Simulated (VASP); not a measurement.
# Al2Cu in VASP: a series of runs, part 2 of 2

VASP 6.6.1.

## 4. Relaxation of cell and atoms, PBEsol, target pressure 25 GPa, at which the enthalpy is minimised

This run uses another cell than the first one, of 12.23 Å³/atom.

Input file INCAR:

```
SYSTEM = Al2Cu
PREC     = Accurate       ! precision mode
ENCUT    = 600            ! plane-wave cutoff, eV
EDIFF    = 1E-7           ! SCF threshold, eV
ISMEAR   = 0              ! smearing method
SIGMA    = 0.1            ! smearing width, eV
LREAL    = .FALSE.        ! projectors in reciprocal space
LASPH    = .TRUE.         ! aspherical terms in the spheres
NELM     = 60             ! most SCF steps
ALGO     = Fast           ! electronic algorithm
ISIF     = 3              ! what is computed and relaxed
LWAVE    = .FALSE.        ! write WAVECAR
LCHARG   = .FALSE.        ! write CHGCAR
GGA      = PS             ! functional
IBRION   = 2              ! ionic algorithm
NSW      = 70             ! ionic steps
EDIFFG   = -0.008         ! ionic threshold
PSTRESS  = 250.0
```

Input file KPOINTS:

```
regular mesh
0
G
  10 10 10
  0 0 0
```

Input file POSCAR:

```
Al2Cu
1.0
   -2.8351841271      2.8351841271      2.2819924065
    2.8351841271     -2.8351841271      2.2819924065
    2.8351841271      2.8351841271     -2.2819924065
Al Cu
4 2
Direct
    0.8416168957      0.6583831043      0.5000000000
    0.6583831043      0.1583831043      0.8167662086
    0.3416168957      0.8416168957      0.1832337914
    0.1583831043      0.3416168957      0.5000000000
    0.2500000000      0.2500000000      0.0000000000
    0.7500000000      0.7500000000      0.0000000000
```

Potentials or basis: VASP PAW PBE potentials, release 64 (Al, Cu).

The run is started by

```console
$ cat potpaw_PBE.64/Al/POTCAR potpaw_PBE.64/Cu/POTCAR > POTCAR
$ mpirun -np 1 vasp_std > vasp.out
```

OUTCAR:

```text
SYSTEM = Al2Cu
   PREC = Accurate
   ENCUT = 600
   EDIFF = 1E-7
   ISMEAR = 0
   LREAL = .FALSE.
   LASPH = .TRUE.
   NELM = 60
   ISIF = 3
   GGA = PS
   IBRION = 2
   NSW = 70
   EDIFFG = -0.008
   PSTRESS = 250.0

 ion  position               nearest neighbor table
   1  0.842  0.658  0.500-   5 2.42   6 2.42   6 2.42   5 2.42   4 2.54   4 2.71   4 2.71   2 2.90
                             3 2.90   2 2.90   3 2.90   3 3.02   2 3.02   3 3.02   2 3.02
   2  0.658  0.158  0.817-   5 2.42   6 2.42   5 2.42   6 2.42   3 2.54   3 2.71   3 2.71   1 2.90
                             4 2.90   4 2.90   1 2.90   1 3.02   4 3.02   1 3.02   4 3.02
   3  0.342  0.842  0.183-   5 2.42   6 2.42   5 2.42   6 2.42   2 2.54   2 2.71   2 2.71   1 2.90
                             4 2.90   4 2.90   1 2.90   1 3.02   4 3.02   1 3.02   4 3.02
   4  0.158  0.342  0.500-   6 2.42   5 2.42   5 2.42   6 2.42   1 2.54   1 2.71   1 2.71   2 2.90
                             3 2.90   2 2.90   3 2.90   3 3.02   2 3.02   2 3.02   3 3.02
   5  0.250  0.250  0.000-   6 2.28   6 2.28   3 2.42   4 2.42   1 2.42   4 2.42   1 2.42   2 2.42
                             2 2.42   3 2.42
   6  0.750  0.750  0.000-   5 2.28   5 2.28   2 2.42   3 2.42   4 2.42   1 2.42   4 2.42   1 2.42
                             3 2.42   2 2.42

  LATTYP: Found a body centered tetragonal cell.
 ALAT       =     5.6703682542
 C/A-ratio  =     0.8048833177
[... 201 lines left out ...]
  -------------------------------------------------------------------------------------
  Total       12.2107238     12.2107238     12.2394088      0.0000000      0.0000000      0.0000000
  in kB      266.6338385    266.6338385    267.2602062      0.0000000      0.0000000      0.0000000
  external PRESSURE =      16.8426277 kB  Pullay stress =     250.0000000 kB
[... 323 lines left out ...]
--------------------------------------- Ionic step        9  -------------------------------------------

 number of electron      34.0000000 magnetization

 Free energy of the ion-electron system (eV)
  ---------------------------------------------------
  ext. energy  EPLUGINS =         0.00000000
  ---------------------------------------------------
  free energy    TOTEN  =       -25.14368542 eV

  energy without entropy =      -25.13544636  energy(sigma->0) =      -25.13956589

 E-fermi :  10.1842     XC(G=0): -11.7798

 val. band max:       10.1792149277   @ k =  -0.1000   0.3000   0.1000
 cond. band min:      10.1848414949   @ k =  -0.4000   0.3000  -0.0000
 fundamental gap:      0.0056265672
 Fermi energy:        10.1842247306

 k-point     1 :       0.0000    0.0000    0.0000
  band No.  band energies     occupation
      1      -2.0213      2.00000
      2       3.8831      2.00000
      3       3.9885      2.00000
      4       4.0015      2.00000
      5       4.0015      2.00000
      6       5.1299      2.00000
[... 565 lines left out ...]
     20      13.1550      0.00000
     21      13.7666      0.00000

 [... further k-points ...]

------------------------ aborting loop because EDIFF is reached ----------------------------------------

  FORCE on cell =-STRESS in cart. coord.  units (eV):
  Direction    XX          YY          ZZ          XY          YZ          ZX
  --------------------------------------------------------------------------------------
  -------------------------------------------------------------------------------------
  Total       11.5812507     11.5812507     11.4969604      0.0000000     -0.0000000      0.0000000
  in kB      250.9141824    250.9141824    249.0879866      0.0000000     -0.0000000      0.0000000
  external PRESSURE =       0.3054505 kB  Pullay stress =     250.0000000 kB
[... 25 lines left out ...]
  energy  without entropy=      -25.1354463565  energy(sigma->0) =      -25.13956589

  enthalpy is  TOTEN    =       -13.6046299048 eV   P V=       11.5390555175

 reached required accuracy - stopping structural energy minimisation
```

OSZICAR:

```text
N       E                     dE             d eps       ncg     rms          rms(c)
DAV:   1     0.208952858871E+03    0.20895E+03   -0.15833E+04  4284   0.217E+03
DAV:   2    -0.162851689432E+02   -0.22524E+03   -0.21883E+03  4284   0.371E+02
[... 97 lines left out ...]
RMM:   6    -0.251441489015E+02   -0.50109E-08   -0.63127E-07  3515   0.932E-03
   8 F= -.13604628E+02 E0= -.13600506E+02  d E =-.306142E-03
       N       E                     dE             d eps       ncg     rms          rms(c)
DAV:   1    -0.251436862922E+02    0.46260E-03   -0.52171E-05  6717   0.101E-01    0.792E-03
RMM:   2    -0.251436859466E+02    0.34554E-06   -0.11337E-05  4350   0.541E-02    0.498E-03
RMM:   3    -0.251436853977E+02    0.54890E-06   -0.28453E-06  4249   0.322E-02    0.184E-03
RMM:   4    -0.251436854223E+02   -0.24562E-07   -0.56078E-07  3611   0.565E-03
   9 F= -.13604630E+02 E0= -.13600510E+02  d E =-.307771E-03
```

CONTCAR:

```text
Al2Cu
   1.00000000000000
    -2.8429312720847517    2.8429312720847517    2.2874316387262228
     2.8429312720847517   -2.8429312720847517    2.2874316387262228
     2.8429312720847517    2.8429312720847517   -2.2874316387262228
  Al              Cu
     4     2
Direct
     0.8422435036156505    0.6577564963843495    0.5000000000000000
     0.6577564963843495    0.1577564963843495    0.8155129927686989
     0.3422435036156505    0.8422435036156505    0.1844870072313012
     0.1577564963843495    0.3422435036156505    0.5000000000000000
     0.2500000000000000    0.2500000000000000    1.0000000000000000
     0.7500000000000000    0.7500000000000000    1.0000000000000000

  0.00000000E+00  0.00000000E+00  0.00000000E+00
  0.00000000E+00  0.00000000E+00  0.00000000E+00
  0.00000000E+00  0.00000000E+00  0.00000000E+00
  0.00000000E+00  0.00000000E+00  0.00000000E+00
  0.00000000E+00  0.00000000E+00  0.00000000E+00
  0.00000000E+00  0.00000000E+00  0.00000000E+00
```

Wall time 36 min (1 thread of AMD EPYC 7R13, shared host); peak memory 0.35 GiB.

Results:

```
Free energy                                                : -25.1437 eV
Relaxed volume                                             : 12.33 Å³/atom
Relaxed cell                                               : a = 4.626 Å, b = 4.626 Å, c = 4.626 Å, α = 104.15°, β = 104.15°, γ = 120.73°
Space group after relaxing (to 0.1 Å)                      : I4/mcm (No. 140)
Energy change on relaxing (the run minimises the enthalpy) : -15.7 meV/atom
Ionic steps                                                : 9
Pressure after relaxing                                    : 25.0 GPa
Band gap on the k mesh                                     : zero (bands 17 and 18 overlap by 4.93 eV)
```

Forces on the atoms (eV/Å):
```
Al   0.001 -0.001  0.000
Al   0.001  0.001  0.000
Al  -0.001 -0.001  0.000
Al  -0.001  0.001  0.000
Cu   0.000  0.000  0.000
Cu   0.000  0.000  0.000
```

The path:
| step | energy change (eV) | largest force (eV/Å) | pressure (GPa) | volume (Å³) |
| --- | --- | --- | --- | --- |
| 1 | 0.0000 | 0.0770 | 26.68 | 73.37 |
| 2 | -0.2127 | 0.0045 | 22.61 | 74.75 |
| 3 | -0.1038 | 0.0423 | 24.91 | 74.02 |
| 4 | -0.1018 | 0.0429 | 24.89 | 74.00 |
| 5 | -0.0517 | 0.0597 | 25.83 | 73.69 |
| 6 | -0.0998 | 0.0435 | 24.93 | 73.99 |
| 7 | -0.0965 | 0.0169 | 25.00 | 73.97 |
| 8 | -0.0944 | 0.0014 | 24.99 | 73.95 |
| 9 | -0.0940 | 0.0021 | 25.03 | 73.95 |

Final structure:
```
Al Cu
1.0
    -2.84293    2.84293    2.28743
     2.84293   -2.84293    2.28743
     2.84293    2.84293   -2.28743
Al Cu
4 2
Direct
  0.84224 0.65776 0.50000
  0.65776 0.15776 0.81551
  0.34224 0.84224 0.18449
  0.15776 0.34224 0.50000
  0.25000 0.25000 0.00000
  0.75000 0.75000 0.00000
```

Levels at points of the mesh, in eV from the Fermi level:
| k point | band 14 | band 15 | band 16 | band 17 | band 18 | band 19 | band 20 | band 21 |
| --- | --- | --- | --- | --- | --- | --- | --- | --- |
| (0.00, 0.00, 0.00) | -2.31 | -1.72 | -1.56 | -1.56 | -1.08 | -0.24 | 0.38 | 1.96 |
| (0.50, 0.00, 0.00) | -3.59 | -2.95 | -2.95 | 0.24 | 0.24 | 4.44 | 4.44 | 4.73 |
| (0.50, 0.50, 0.00) | -3.25 | -1.84 | -1.67 | -0.67 | -0.66 | 0.95 | 1.56 | 4.77 |
| (0.50, 0.50, 0.50) | -3.76 | -3.76 | -2.02 | 2.82 | 2.96 | 2.96 | 3.76 | 5.06 |

Caveat: the cell is relaxed towards a set pressure, so the run minimises the enthalpy, not the energy; the PAW data sets were made with another functional, which shifts forces and pressure a little.

## 5. Single point, PBEsol (shear of c along a, cell held: +1.0 %, then relaxed in part)

Input file INCAR:

```
SYSTEM = Al2Cu
  ALGO = Fast
  EDIFF = 1E-6
  ENCUT = 520
  GGA = PS
  ISIF = 2
  ISMEAR = 0
  LASPH = .TRUE.
  LCHARG = .FALSE.
  LREAL = .FALSE.
  LWAVE = .FALSE.
  NBANDS = 46
  NELM = 80
  PREC = Accurate
  SIGMA = 0.1
```

Input file KPOINTS:

```
k-points
0
G
  6 6 8
  0 0 0
```

Input file POSCAR:

```
Al2Cu
1.0
    5.9923500396      0.0000000000      0.0000000000
    0.0000000000      5.9923500396      0.0000000000
    0.0482870156      0.0000000000      4.8287015634
Al Cu
8 4
Direct
    0.1590176541      0.3409735681      0.0007743087
    0.1590176541      0.6590264319      0.5007743087
    0.8409823459      0.3409735681      0.4992256913
    0.8409823459      0.6590264319     -0.0007743087
    0.6590176541      0.8409735681      0.5007743087
    0.6590176541      0.1590264319      0.0007743087
    0.3409823459      0.8409735681     -0.0007743087
    0.3409823459      0.1590264319      0.4992256913
    0.0000000000      0.0003141128      0.7500000000
    0.0000000000     -0.0003141128      0.2500000000
    0.5000000000      0.5003141128      0.2500000000
    0.5000000000      0.4996858872      0.7500000000
```

Potentials or basis: VASP PAW PBE potentials, release 64 (Al, Cu).

The run is started by

```console
$ cat potpaw_PBE.64/Al/POTCAR potpaw_PBE.64/Cu/POTCAR > POTCAR
$ mpirun -np 1 vasp_std > vasp.out
```

OUTCAR:

```text
SYSTEM = Al2Cu
   EDIFF = 1E-6
   ENCUT = 520
   GGA = PS
   ISIF = 2
   ISMEAR = 0
   LASPH = .TRUE.
   LREAL = .FALSE.
   NELM = 80
   PREC = Accurate

 ion  position               nearest neighbor table
   1  0.159  0.341  0.001-  12 2.55  10 2.55   9 2.56  11 2.57   4 2.70   8 2.86   8 2.87   3 3.06
                             2 3.08   2 3.08   3 3.10   6 3.19   6 3.19   7 3.19   7 3.19
   2  0.159  0.659  0.501-  11 2.55   9 2.55  10 2.56  12 2.57   3 2.70   7 2.86   7 2.87   4 3.06
                             1 3.08   1 3.08   4 3.10   5 3.19   5 3.19   8 3.19   8 3.19
[... 1442 lines left out ...]
  energy-cutoff  :      520.00
  volume of cell :      173.39
      direct lattice vectors                 reciprocal lattice vectors
     5.992350040  0.000000000  0.000000000     0.166879437  0.000000000 -0.001668794
     0.000000000  5.992350040  0.000000000     0.000000000  0.166879437  0.000000000
     0.048287016  0.000000000  4.828701563     0.000000000  0.000000000  0.207095010

 POSITION                                       TOTAL-FORCE (eV/Angst)
 -----------------------------------------------------------------------------------
      0.95293      2.04323      0.00374        -0.003626      0.003978      0.005342
      0.97707      3.94912      2.41809        -0.003626     -0.003978      0.005342
      5.06357      2.04323      2.41061         0.003626      0.003978     -0.005342
      5.08771      3.94912      4.82496         0.003626     -0.003978     -0.005342
      3.97325      5.03941      2.41809        -0.003626      0.003978      0.005342
      3.94910      0.95294      0.00374        -0.003626     -0.003978      0.005342
      2.09154      5.03941      4.82496         0.003626      0.003978     -0.005342
      2.06739      0.95294      2.41061         0.003626     -0.003978     -0.005342
      0.03622      0.00188      3.62153         0.000000      0.003015     -0.000000
      0.01207      5.99047      1.20718         0.000000     -0.003015     -0.000000
      3.00825      2.99806      1.20718         0.000000      0.003015     -0.000000
      3.03239      2.99429      3.62153         0.000000     -0.003015     -0.000000
 -----------------------------------------------------------------------------------
    total drift:                                0.000000      0.000000     -0.000000

  FREE ENERGIE OF THE ION-ELECTRON SYSTEM (eV)
  ---------------------------------------------------
  free  energy   TOTEN  =       -52.0296361429 eV

  energy  without entropy=      -52.0147601166  energy(sigma->0) =      -52.02219813
```

Wall time 19 min (1 thread of Intel Xeon Platinum 8488C (Sapphire Rapids), shared host); peak memory 0.7 GiB.

What came out:

| Property | Result |
| --- | --- |
| Free energy | -52.0296 eV |
| Pressure | 0.2 GPa |
| Largest force | 0.008 eV/Å |
| Band gap on the k mesh | zero (bands 34 and 35 overlap by 1.88 eV) |

Forces on the atoms (eV/Å):
```
Al  -0.004  0.004  0.005
Al  -0.004 -0.004  0.005
Al   0.004  0.004 -0.005
Al   0.004 -0.004 -0.005
Al  -0.004  0.004  0.005
Al  -0.004 -0.004  0.005
Al   0.004  0.004 -0.005
Al   0.004 -0.004 -0.005
Cu   0.000  0.003  0.000
Cu   0.000 -0.003  0.000
Cu   0.000  0.003  0.000
Cu   0.000 -0.003  0.000
```

Stress tensor (GPa, compression positive):
```
 0.44  0.00 -0.64
 0.00  0.42  0.00
-0.64  0.00 -0.14
```

Caveat: the cell differs from its parent crystal (shear of c along a, cell held: +1.0 %, then relaxed in part); the PAW data sets were made with another functional, which shifts forces and pressure a little.

## 6. Summary

| task | cell | k mesh | cutoff (eV) | gap on the mesh (eV) | pressure (GPa) | largest force (eV/Å) |
| --- | --- | --- | --- | --- | --- | --- |
| relaxation of cell and atoms | relaxed to 90 GPa from a = 4.357 Å, angles 104.1, 104.1, 120.8°, 6 atoms, atomic positions A | 10 × 10 × 10 | 600 | none | 90.1 | - |
| relaxation of cell and atoms | relaxed to 50 GPa from a = 4.503 Å, angles 104.1, 104.1, 120.8°, 6 atoms, atomic positions B | 10 × 10 × 10 | 600 | none | 50.0 | 0.01 |
| relaxation of cell and atoms | relaxed to 25 GPa from a = 4.613 Å, angles 104.2, 104.2, 120.7°, 6 atoms, atomic positions C | 10 × 10 × 10 | 600 | none | 25.0 | - |
| single point | a = 5.992, b = 5.992, c = 4.829 Å, angles 90.0, 89.4, 90.0°, 12 atoms, atomic positions D | 6 × 6 × 8 | 520 | none | 0.2 | 0.01 |

Alike in all rows: level PBEsol; potentials or basis VASP PAW PBE potentials, release 64 (Al, Cu); no spin polarisation; smearing gaussian 0.1 eV.

Caveats: the PAW data sets were made with another functional, which shifts forces and pressure a little; the cell is relaxed towards a set pressure, so the run minimises the enthalpy, not the energy (at least some runs).

Absolute energies hang on the potentials; compare differences alone.

The gap in the log of VASP goes by the Fermi energy; the results here count the filled bands.